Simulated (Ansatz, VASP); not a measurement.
# Two plane-wave programs on CrB5

```
CELL_PARAMETERS angstrom
3.33217 0.00000 0.00000
-1.66609 2.88575 0.00000
0.00000 0.00000 4.21642
ATOMIC_POSITIONS crystal
Cr 0.00000 0.00000 0.50000
B 0.33333 0.66667 0.21258
B 0.66667 0.33333 0.21258
B 0.66667 0.33333 0.78742
B 0.33333 0.66667 0.78742
B 0.00000 0.00000 0.00000
```

Alike in both runs: functional PBE; k mesh 12 × 12 × 10; occupations gaussian, width 0.1 eV; no spin polarisation.

Ansatz relaxed the structure, and its values are those at the end. VASP's run is a single point on that final structure, the one shown.

```csv
,VASP,Ansatz
version,VASP 6.6.1,Ansatz 0.2.0
potentials or method,"VASP PAW PBE potentials, release 64 (Cr_sv, B), cutoff 700 eV","scalar-relativistic, plane waves, PAW"
valence electrons in the cell,29,29
```

|  | VASP | Ansatz | Ansatz less VASP |
| --- | --- | --- | --- |
| gap on the k mesh at the Fermi level (eV) | none | none | - |
| pressure (GPa) | -0.3 | 0.0 | +0.27 |
| rms of the force components (eV/Å) | 0.009 | 0.000 | -0.0085 |

A gap of «none» marks a metal or a gap that the smearing closes. The functional is the same, so the differences come from potentials, cutoffs and numerics.
